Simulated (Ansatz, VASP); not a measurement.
MoH6 in VASP and in Ansatz

```
CELL_PARAMETERS angstrom
5.43020 0.00000 0.00000
-2.71510 4.70269 0.00000
0.00000 0.00000 3.16341
ATOMIC_POSITIONS crystal
H 0.15871 0.31741 0.26537
H 0.15871 0.84129 0.73463
H 0.68259 0.84129 0.26537
H 0.15871 0.31741 0.73463
H 0.15871 0.84129 0.26537
H 0.68259 0.84129 0.73463
Mo 0.00000 0.00000 0.00000
```

Alike in both runs: functional PBE; k mesh 3 × 3 × 3; occupations gaussian, width 0.15 eV; no spin polarisation.

Ansatz relaxed the structure, and its values are those at the end. VASP's run is a single point on that final structure, the one shown.

|  | VASP | Ansatz |
| --- | --- | --- |
| version | VASP 6.6.1 | Ansatz 0.2.0 |
| potentials or method | VASP PAW PBE potentials, release 64 (H, Mo_sv), cutoff 500 eV | scalar-relativistic, plane waves, PAW |
| valence electrons in the cell | 20 | 20 |

|  | VASP | Ansatz | Ansatz less VASP |
| --- | --- | --- | --- |
| gap on the k mesh at the Fermi level (eV) | 0.68 | 0.69 | +0.005 |
| least direct gap on the mesh (eV) | 0.70 | 0.71 | +0.005 |
| pressure (GPa) | -0.2 | -0.1 | +0.10 |
| rms of the force components (eV/Å) | 0.002 | 0.005 | +0.0037 |

The functional is the same, so the differences come from potentials, cutoffs and numerics.

The k mesh is coarse, so the values compare programs but aren't converged.
